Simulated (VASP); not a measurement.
Runs of VASP 6.6.1 on CuAu. The structure is that of space group P4/mmm (No. 123), or close to it. The cells are those of the table. 

```tsv
task	cell	cutoff (eV)	gap on the mesh (eV)	pressure (GPa)
single point	a = 2.949, b = 2.949, c = 3.658 Å, 2 atoms	520	none	-7.0
single point	a = 2.824, b = 2.824, c = 3.424 Å, 2 atoms	520	none	(a)
relaxation of shape and atoms at fixed volume	relaxed from a = 2.949, b = 2.949, c = 3.658 Å, 2 atoms	600	none	-6.9
relaxation of shape and atoms at fixed volume	relaxed from a = 2.808, b = 2.808, c = 3.462 Å, 2 atoms	600	none	17.2
```

Alike in all rows: level PBE; potentials or basis VASP PAW PBE potentials, release 64 (Cu, Au); no spin polarisation; k mesh 14 × 14 × 12; smearing gaussian 0.1 eV.

Task: Fill in the values left out.

Result: (a) 17.0.

Caveats: spin-orbit coupling is left out, which moves the levels of the heavy elements; the cell stands under tension (at least some runs); the cell stands under pressure (at least some runs).

A k mesh can miss the band edges, and the runs leave out spin-orbit coupling on Au.

A gap of «none» marks levels without a gap at the run's occupations.
